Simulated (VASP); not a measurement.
# Na2Cl (R-3m) in VASP: further runs

The runs below take Na2Cl through single point, with PBEsol, BLYP, LDA.

Everything below comes from runs of VASP 6.6.1. Logs are shortened: lines on timing, memory, paths and dates and some standing lists are left out, and cuts for length are marked.

**1. The cell of the first run**

Symmetry: R-3m, No. 166, trigonal system. Conventional cell: a = 3.935 Å, b = 3.935 Å, c = 20.187 Å, α = 90.00°, β = 90.00°, γ = 120.00°. Within 3.7 Å of Na (site symmetry 3m) lie 3 Cl at 2.84 Å. Cl (site symmetry -3m) has 6 Na at 2.84 Å within 3.7 Å.

**2. Single point, PBEsol**

INCAR

```
PREC = Accurate ; ENCUT = 520
EDIFF = 1E-6 ; ISMEAR = 1
SIGMA = 0.1 ; LREAL = F
LASPH = T ; NELM = 100
ALGO = Normal ; ISIF = 2
LWAVE = F ; LCHARG = F
GGA = PS ; NBANDS = 18
```

KPOINTS

```
Automatic mesh
0
Gamma
  8 8 8
```

POSCAR

```
Na2Cl
1.0
    1.9673870000      1.1358720000      6.7290780000
   -1.9673870000      1.1358720000      6.7290780000
    0.0000000000     -2.2717430000      6.7290780000
Na Cl
2 1
Direct
    0.7510740000      0.7510740000      0.7510740000
    0.2489260000      0.2489260000      0.2489260000
    0.0000000000      0.0000000000      0.0000000000
```

Potentials or basis: VASP PAW PBE potentials, release 64 (Na_pv, Cl).

Launch:

```console
$ cat potpaw_PBE.64/Na_pv/POTCAR potpaw_PBE.64/Cl/POTCAR > POTCAR
$ mpirun -np 1 vasp_std > vasp.out
```

OUTCAR:

```text
PREC = Accurate
   ENCUT = 520
   EDIFF = 1E-6
   ISMEAR = 1
   LREAL = F
   LASPH = T
   NELM = 100
   ISIF = 2
   GGA = PS

 ion  position               nearest neighbor table
   1  0.751  0.751  0.751-
   2  0.249  0.249  0.249-
   3  0.000  0.000  0.000-

  LATTYP: Found a trigonal (rhomboedric) cell.
 ALAT       =     7.1022044140
 COS(alpha) =     0.8465300323

  Lattice vectors:

 A1 = (   1.9673870000,   1.1358720000,   6.7290780000)
 A2 = (  -1.9673870000,   1.1358720000,   6.7290780000)
 A3 = (   0.0000000000,  -2.2717430000,   6.7290780000)

Analysis of symmetry for initial positions (statically):
=====================================================================
 Subroutine PRICEL returns:
 Original cell was already a primitive cell.

 Routine SETGRP: Setting up the symmetry group for a
 trigonal (rhombohedral) supercell.

 Subroutine GETGRP returns: Found 12 space group operations
 (whereof 12 operations were pure point group operations)
 out of a pool of 12 trial point group operations.

The static configuration has the point symmetry D_3d.

Analysis of symmetry for dynamics (positions and initial velocities):
=====================================================================
 Subroutine PRICEL returns:
 Original cell was already a primitive cell.

 Routine SETGRP: Setting up the symmetry group for a
 trigonal (rhombohedral) supercell.

 Subroutine GETGRP returns: Found 12 space group operations
 (whereof 12 operations were pure point group operations)
 out of a pool of 12 trial point group operations.

The dynamic configuration has the point symmetry D_3d.

 Subroutine INISYM returns: Found 12 space group operations
 (whereof 12 operations are pure point group operations),
 and found     1 'primitive' translations

----------------------------------------------------------------------------------------

                                     Primitive cell

  volume of cell :      90.2248

  direct lattice vectors                    reciprocal lattice vectors
     1.967387000  1.135872000  6.729078000     0.254144202  0.146730191  0.049536249
    -1.967387000  1.135872000  6.729078000    -0.254144202  0.146730191  0.049536249
     0.000000000 -2.271743000  6.729078000     0.000000000 -0.293460382  0.049536271

  length of vectors
     7.102204414  7.102204414  7.102204375     0.297611936  0.297611936  0.297611892

  position of ions in fractional coordinates (direct lattice)
     0.751074000  0.751074000  0.751074000
     0.248926000  0.248926000  0.248926000
     0.000000000  0.000000000  0.000000000

  ion indices of the primitive-cell ions
   primitive index   ion index
                 1           1
                 2           2
                 3           3

----------------------------------------------------------------------------------------

 KPOINTS: Automatic mesh

Automatic generation of k-mesh.
 Grid dimensions read from file:
 generate k-points for:    8    8    8

 Generating k-lattice:

  Cartesian coordinates                     Fractional coordinates (reciprocal lattice)
     0.031768025  0.018341274  0.006192031     0.125000000  0.000000000  0.000000000
    -0.031768025  0.018341274  0.006192031     0.000000000  0.125000000  0.000000000
     0.000000000 -0.036682548  0.006192034     0.000000000  0.000000000  0.125000000

  Length of vectors
     0.037201492  0.037201492  0.037201486

  Shift w.r.t. Gamma in fractional coordinates (k-lattice)
     0.000000000  0.000000000  0.000000000

 Subroutine IBZKPT returns following result:
 ===========================================

 Found     65 irreducible k-points:

 Following reciprocal coordinates:
            Coordinates               Weight
  0.000000  0.000000  0.000000      1.000000
  0.125000  0.000000  0.000000      6.000000
  0.250000  0.000000  0.000000      6.000000
  0.375000  0.000000  0.000000      6.000000
  0.500000  0.000000  0.000000      3.000000
  0.125000  0.125000  0.000000      6.000000
[... 16 lines left out ...]
  0.250000  0.125000  0.125000      6.000000
  0.375000  0.125000  0.125000      6.000000
 [... further k-points ...]
   k-points           NKPTS =     65   k-points in BZ     NKDIM =     65   number of bands    NBANDS=     18
   number of dos      NEDOS =    301   number of ions     NIONS =      3
   total plane-waves  NPLWV = 157464
   dimension x,y,z NGX =    54 NGY =   54 NGZ =   54
   dimension x,y,z NGXF=   108 NGYF=  108 NGZF=  108
   ions per type =               2   1
   NGX,Y,Z   is equivalent  to a cutoff of  12.64, 12.64, 12.64 a.u.
   NGXF,Y,Z  is equivalent  to a cutoff of  25.28, 25.28, 25.28 a.u.
 SYSTEM =  unknown system
   PREC   = accura    normal or accurate (medium, high low for compatibility)
   ISTART =      0    job   : 0-new  1-cont  2-samecut
   ICHARG =      2    charge: 1-file 2-atom 10-const
   ISPIN  =      1    spin polarized calculation?
   LNONCOLLINEAR =      F non collinear calculations
   LSORBIT =      F    spin-orbit coupling
   LASPH  =      T    aspherical Exc in radial PAW
   ENCUT  =  520.0 eV  38.22 Ry    6.18 a.u.  13.21 13.21 13.21*2*pi/ulx,y,z
   NELM   =    100;   NELMIN=  2; NELMDL= -5     # of ELM steps
   EDIFF  = 0.1E-05   stopping-criterion for ELM
   LREAL  =      F    real-space projection
   EDIFFG = 0.1E-04   stopping-criterion for IOM
   NSW    =      0    number of steps for IOM
   IBRION =     -1    ionic relax: 0-MD 1-quasi-New 2-CG
   NFREE  =      0    steps in history (QN), initial steepest desc. (CG)
   ISIF   =      2    stress and relaxation
   ISYM   =      2    0-nonsym 1-usesym 2-fastsym
   POTIM  = 0.5000    time-step for ionic-motion
   TEBEG  =    0.0;   TEEND  =   0.0 temperature during run
   PSTRESS=    0.0 pullay stress
   NELECT =      21.0000    total number of electrons
   NUPDOWN=      -1.0000    fix difference up-down
   EMIN   =  10.00;   EMAX   =-10.00  energy-range for DOS
   EFERMI =   0.00;   METHOD = LEGACY
   ISMEAR =     1;   SIGMA  =   0.10  broadening in eV -4-tet -1-fermi 0-gaus
   EFERMI_NEDOS =   21; number of points for ismear=-14 and -15
   IALGO  =     38    algorithm
   IMIX   =      4    mixing-type and parameters
     AMIX     =   0.40;   BMIX     =  1.00
     AMIX_MAG =   1.60;   BMIX_MAG =  1.00
  volume/ion in A,a.u.               =      30.07       202.96
  Fermi-wavevector in a.u.,A,eV,Ry     =   1.007023  1.902997 13.797599  1.014095
  Thomas-Fermi vector in A             =   2.139802
   LORBIT       =      0    0 simple, 1 ext, 2 COOP (PROOUT), +10 PAW based schemes
   GGA     = PS    functional components
   LHFCALC =     F    Hartree Fock is set to
   AEXX    =    0.0000 exact exchange contribution
   IVDW    =     0    specifies the selected vdW correction
   LEPSILON=     F    determine dielectric tensor
   LRPA    =     F    only Hartree local field effects (RPA)
 non-spin polarized calculation
 Methfessel and Paxton  Order N= 1 SIGMA  =   0.10
  energy-cutoff  :      520.00
  volume of cell :       90.22
 maximum number of plane-waves:      2485
 NGX is ok and might be reduce to    54
   NGX = 27   NGY = 27   NGZ = 27

 number of electron      21.0000003 magnetization

 Free energy of the ion-electron system (eV)
  ---------------------------------------------------
  ext. energy  EPLUGINS =         0.00000000
  ---------------------------------------------------
  free energy    TOTEN  =        -8.09548813 eV

  energy without entropy =       -8.09500664  energy(sigma->0) =       -8.09532764

 E-fermi :   1.6385     XC(G=0):  -7.1591

 val. band max:        1.6367456954   @ k =  -0.2500  -0.2500   0.1250
 cond. band min:       1.6548282886   @ k =   0.3750   0.0000   0.0000
 fundamental gap:      0.0180825931
 Fermi energy:         1.6385022069

 k-point     1 :       0.0000    0.0000    0.0000
  band No.  band energies     occupation
      1     -23.3438      2.00000
      2     -23.3438      2.00000
      3     -23.3438      2.00000
      4     -23.3421      2.00000
      5     -23.3421      2.00000
      6     -23.3231      2.00000
[... 10 lines left out ...]
     17      10.1978      0.00000
     18      10.1978      0.00000

 k-point     2 :       0.1250    0.0000    0.0000
  band No.  band energies     occupation
      1     -23.3464      2.00000
      2     -23.3457      2.00000
      3     -23.3444      2.00000
      4     -23.3427      2.00000
      5     -23.3416      2.00000
      6     -23.3233      2.00000
[... 10 lines left out ...]
     17       9.1890      0.00000
     18       9.6146      0.00000

 k-point     3 :       0.2500    0.0000    0.0000
  band No.  band energies     occupation
      1     -23.3533      2.00000
      2     -23.3518      2.00000
      3     -23.3457      2.00000
      4     -23.3444      2.00000
      5     -23.3380      2.00000
      6     -23.3242      2.00000
[... 10 lines left out ...]
     17       9.3143      0.00000
     18       9.5160      0.00000

 k-point     4 :       0.3750    0.0000    0.0000
  band No.  band energies     occupation
      1     -23.3603      2.00000
      2     -23.3577      2.00000
      3     -23.3469      2.00000
      4     -23.3461      2.00000
      5     -23.3334      2.00000
      6     -23.3261      2.00000
[... 375 lines left out ...]
      4     -23.3421      2.00000
      5     -23.3421      2.00000
      6     -23.3238      2.00000
[... 10 lines left out ...]
     17      10.2090      0.00000
     18      10.2090      0.00000

 k-point    23 :       0.2500    0.1250    0.1250
  band No.  band energies     occupation
      1     -23.3470      2.00000
      2     -23.3452      2.00000
      3     -23.3440      2.00000
      4     -23.3431      2.00000
      5     -23.3405      2.00000
      6     -23.3244      2.00000
[... 10 lines left out ...]
     17       9.5526      0.00000
     18       9.6159      0.00000

 k-point    24 :       0.3750    0.1250    0.1250
  band No.  band energies     occupation
      1     -23.3539      2.00000
      2     -23.3513      2.00000
      3     -23.3451      2.00000
      4     -23.3449      2.00000
      5     -23.3365      2.00000
      6     -23.3255      2.00000
[... 10 lines left out ...]
     17       8.9967      0.00000
     18       9.7670      0.00000

 [... further k-points ...]
[... 5 lines left out ...]
  --------------------------------------------------------------------------------------
  -------------------------------------------------------------------------------------
  Total       -0.3484064     -0.3484065     -0.2933881      0.0000000     -0.0000000      0.0000000
  in kB       -6.1868671     -6.1868698     -5.2098738      0.0000000     -0.0000003      0.0000000
  external PRESSURE =      -5.8612036 kB  Pullay stress =       0.0000000 kB

 VOLUME and BASIS-vectors are now :
 -----------------------------------------------------------------------------
  energy-cutoff  :      520.00
  volume of cell :       90.22
      direct lattice vectors                 reciprocal lattice vectors
     1.967387000  1.135872000  6.729078000     0.254144202  0.146730191  0.049536249
    -1.967387000  1.135872000  6.729078000    -0.254144202  0.146730191  0.049536249
     0.000000000 -2.271743000  6.729078000     0.000000000 -0.293460382  0.049536271

 POSITION                                       TOTAL-FORCE (eV/Angst)
 -----------------------------------------------------------------------------------
      0.00000      0.00000     15.16211         0.000000     -0.000000     -0.007969
      0.00000      0.00000      5.02513         0.000000      0.000000      0.007969
      0.00000      0.00000      0.00000         0.000000      0.000000      0.000000
 -----------------------------------------------------------------------------------
    total drift:                               -0.000000      0.000000     -0.000000

  FREE ENERGIE OF THE ION-ELECTRON SYSTEM (eV)
  ---------------------------------------------------
  free  energy   TOTEN  =        -8.0954881335 eV

  energy  without entropy=       -8.0950066437  energy(sigma->0) =       -8.09532764
```

Run time: 5.1 min. Hardware: 1 thread of Intel Xeon Platinum 8259CL at 2.50GHz (Skylake/Cascade Lake), shared host; peak memory 0.41 GiB.

What came out:

```yaml
Free_energy: -8.0955 eV
Pressure: -0.6 GPa
Largest_force: 0.008 eV/Å
Band_gap_on_the_k_mesh: zero (an odd number of electrons rules out a gap without spin polarisation)
```

Forces on the atoms (eV/Å):
```
Na   0.000  0.000 -0.008
Na   0.000  0.000  0.008
Cl   0.000  0.000  0.000
```

Stress tensor (GPa, compression positive):
```
-0.62  0.00  0.00
 0.00 -0.62  0.00
 0.00  0.00 -0.52
```

Caveat: the PAW data sets were made with another functional, which shifts forces and pressure a little; an odd number of electrons without spin polarisation forces a metal; a magnetic or distorted state may lie lower.

**3. Single point, BLYP**

INCAR

```
AGGAC = 1.0
AGGAX = 1.0
ALDAC = 0.0
ALDAX = 1.0
ALGO = Normal
EDIFF = 1E-6
ENCUT = 520
GGA = B5
ISIF = 2
ISMEAR = 1
LASPH = True
LCHARG = False
LREAL = False
LWAVE = False
NBANDS = 18
NELM = 80
PREC = Accurate
SIGMA = 0.1
```

KPOINTS

```
k-points
0
Gamma
  8 8 8
```

POSCAR is that of step 2.

Potentials or basis: VASP PAW PBE potentials, release 64 (Na_pv, Cl).

Launch:

```console
$ cat potpaw_PBE.64/Na_pv/POTCAR potpaw_PBE.64/Cl/POTCAR > POTCAR
$ mpirun -np 1 vasp_std > vasp.out
```

It took 5.5 min on 1 thread of Intel Xeon Platinum 8259CL at 2.50GHz (Skylake/Cascade Lake), shared host; peak memory 0.41 GiB.

It converged, with:

| Item | Value |
| --- | --- |
| Free energy | -7.0385 eV |
| Pressure | 0.3 GPa |
| Largest force | 0.091 eV/Å |
| Band gap on the k mesh | zero (an odd number of electrons rules out a gap without spin polarisation) |

Forces in eV/Å, atoms in the order of the input:
```
Na   0.000  0.000  0.091
Na   0.000  0.000 -0.091
Cl   0.000  0.000  0.000
```

Stress tensor (GPa, compression positive):
```
0.46 0.00 0.00
0.00 0.46 0.00
0.00 0.00 0.11
```

Levels at points of the mesh, in eV from the Fermi level:
| k point | band 9 | band 10 | band 11 | band 12 | band 13 | band 14 |
| --- | --- | --- | --- | --- | --- | --- |
| (0.00, 0.00, 0.00) | -4.37 | -4.37 | -1.94 | 2.69 | 3.00 | 7.17 |
| (0.50, 0.00, 0.00) | -5.12 | -4.70 | 1.14 | 1.59 | 2.97 | 4.56 |
| (0.50, 0.50, 0.00) | -5.14 | -4.70 | 1.02 | 1.77 | 3.52 | 4.58 |
| (0.50, 0.50, 0.50) | -4.37 | -4.37 | -1.11 | 0.67 | 4.30 | 7.03 |

Caveat: the PAW data sets were made with another functional, which shifts forces and pressure a little; an odd number of electrons without spin polarisation forces a metal; a magnetic or distorted state may lie lower.

(Part 1 of 2 ends here.)
